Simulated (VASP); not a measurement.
## H: density of states with PBE

The system is H.

```
H
1.0
     5.09020   -0.35326    0.10460
    -0.35604    5.92133   -0.45275
     0.09641   -0.39390    5.50748
H
10
Direct
  0.76372 0.72391 0.37499
  0.38056 0.12456 0.48465
  0.39469 0.78092 0.90211
  0.99542 0.41270 0.76955
  0.50250 0.83024 0.99011
  0.03344 0.13821 0.11593
  0.47386 0.14067 0.58925
  0.88331 0.68355 0.30701
  0.96422 0.21348 0.21208
  0.91328 0.49501 0.72828
```

```yaml
Program: VASP 6.6.1
Task: density of states
Functional: PBE
Potentials_or_basis: VASP PAW PBE potentials, release 64 (H)
Cutoff: 520 eV
k_mesh: 4 × 3 × 4
Occupations: gaussian, width 0.02 eV
Spin: no spin polarisation
Dipole_correction: no
k_mesh_for_the_DOS: 6 × 5 × 6
Occupations_for_the_DOS: tetrahedron
Further_INCAR_settings: ALGO = Normal; EDIFF = 1e-06; NBANDS = 16
```

The valence electrons inside the program's atomic spheres are H 0.64.

Levels at points of the mesh, in eV from the valence-band top:
```csv
k point,band 2,band 3,band 4,band 5,band 6,band 7,band 8,band 9
"(0.00, 0.00, 0.00)",-0.43,-0.36,-0.26,-0.20,10.27,10.35,10.74,10.80
"(0.50, 0.00, 0.00)",-0.87,-0.38,-0.24,-0.15,9.79,10.19,10.34,10.68
"(0.00, 0.00, 0.50)",-0.98,-0.39,-0.25,-0.13,10.23,10.37,10.43,10.81
"(0.50, 0.00, 0.50)",-0.70,-0.62,-0.45,-0.20,9.43,9.83,9.98,10.18
```

Run time: 84 s on 1 thread of Intel(R) Xeon(R) 6975P-C (Granite Rapids), on a shared host, peak memory 0.33 GiB.
